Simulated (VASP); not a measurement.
Write the native input for VASP 6.6.1 that does the following.

```
Task                   : single point
Functional             : PBE
Potentials or basis    : VASP PAW PBE potentials, release 64 (Sn_d, Te)
Cutoff                 : 520 eV
k mesh                 : 5 × 5 × 5
Occupations            : fermi-dirac, width 0.02 eV
Spin                   : no spin polarisation
Dipole correction      : no
Further INCAR settings : ALGO = Normal; EDIFF = 1e-07; NBANDS = 24
```

The structure of SnTe3 lies in POSCAR:

```
SnTe3
1.0
    0.0000000000      3.8805767208      3.8805767208
    3.8805767208      0.0000000000      3.8805767208
    3.8805767208      3.8805767208      0.0000000000
Sn Te
1 3
Direct
    0.0000000000      0.0000000000      0.0000000000
    0.5000000000      0.5000000000      0.5000000000
    0.2500000000      0.2500000000      0.2500000000
    0.7500000000      0.7500000000      0.7500000000
```

These files were run (other wordings do the same):

INCAR

```
SYSTEM = SnTe3
  ALGO = Normal
  EDIFF = 1E-7
  ENCUT = 520
  GGA = PE
  ISIF = 2
  ISMEAR = -1
  LASPH = .TRUE.
  LCHARG = .FALSE.
  LREAL = .FALSE.
  LWAVE = .FALSE.
  NBANDS = 24
  NELM = 60
  PREC = Accurate
  SIGMA = 0.02
```

KPOINTS

```
k-points
0
G
  5 5 5
  0 0 0
```

Potentials or basis: VASP PAW PBE potentials, release 64 (Sn_d, Te).

Command:

```bash
$ cat potpaw_PBE.64/Sn_d/POTCAR potpaw_PBE.64/Te/POTCAR > POTCAR
$ mpirun -np 1 vasp_std > vasp.out
```

Results of the run:

* Pressure: -0.5 GPa

It took 50 s on 1 thread of Intel(R) Xeon(R) Platinum 8259CL CPU @ 2.50GHz (Skylake/Cascade Lake) (shared host), peak memory 0.25 GiB.
